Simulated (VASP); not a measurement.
Set up this calculation in VASP 6.6.1, as the native input.

- Task: single point
- Functional: PBE
- Potentials or basis: VASP PAW PBE potentials, release 64 (Mo_sv)
- Cutoff: 520 eV
- k mesh: 16 × 16 × 9
- Occupations: fermi-dirac, width 0.08 eV
- Spin: no spin polarisation
- Dipole correction: no
- Further INCAR settings: ALGO = Normal; EDIFF = 1e-06; NBANDS = 21

The structure of Mo lies in POSCAR:

```
Mo
1.0
    2.7619242539      0.0000000000      0.0000000000
   -1.3809621269      2.3918965672      0.0000000000
    0.0000000000      0.0000000000      4.9049406179
Mo
2
Direct
    0.3333333333      0.6666666667      0.2500000000
    0.6666666667      0.3333333333      0.7500000000
```

One way to write it, as run:

INCAR

```
ALGO = Normal
EDIFF = 1E-6
ENCUT = 520
GGA = PE
ISIF = 2
ISMEAR = -1
LASPH = T
LCHARG = T
LELF = T
LREAL = F
LVHAR = T
LWAVE = F
NBANDS = 21
NELM = 100
PREC = Accurate
SIGMA = 0.08
```

KPOINTS

```
k-points
0
Gamma
  16 16 9
```

Potentials or basis: VASP PAW PBE potentials, release 64 (Mo_sv).

Command:

```sh
$ cat potpaw_PBE.64/Mo_sv/POTCAR > POTCAR
$ mpirun -np 1 vasp_std > vasp.out
```

Results of the run:

```yaml
Pressure: -0.8 GPa
Band_gap_on_the_k_mesh: zero (band 14 reaches 13.01 eV, above the bottom of band 15 at 11.18 eV)
```

Run time: 2.9 min on 1 thread of AMD EPYC 7R13, on a shared host, peak memory 0.18 GiB.
